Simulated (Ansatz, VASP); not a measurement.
One calculation of BP2, two programs

```
CELL_PARAMETERS angstrom
-2.73479 2.73479 2.30420
2.73479 -2.73479 2.30420
2.73479 2.73479 -2.30420
ATOMIC_POSITIONS crystal
B 0.25000 0.25000 0.00000
B 0.75000 0.75000 0.00000
P 0.66672 0.16672 0.83343
P 0.16672 0.33328 0.50000
P 0.33328 0.83328 0.16657
P 0.83328 0.66672 0.50000
```

Alike in both runs: functional PBE; k mesh 6 × 6 × 6; occupations gaussian, width 0.1 eV; no spin polarisation.

Ansatz relaxed the structure, and its values are those at the end. VASP's run is a single point on that final structure, the one shown.

|  | VASP | Ansatz |
| --- | --- | --- |
| version | VASP 6.6.1 | Ansatz 0.2.0 |
| potentials or method | VASP PAW PBE potentials, release 64 (B, P), cutoff 520 eV | scalar-relativistic, plane waves, PAW |
| valence electrons in the cell | 26 | 26 |

```csv
,VASP,Ansatz,Ansatz less VASP
gap on the k mesh at the Fermi level (eV),none,none,-
pressure (GPa),-0.3,-0.1,+0.22
rms of the force components (eV/Å),0.006,0.008,+0.0024
```

A gap of «none» marks a metal or a gap that the smearing closes. With one functional, cell and mesh, what is left measures potentials, basis and numerics.
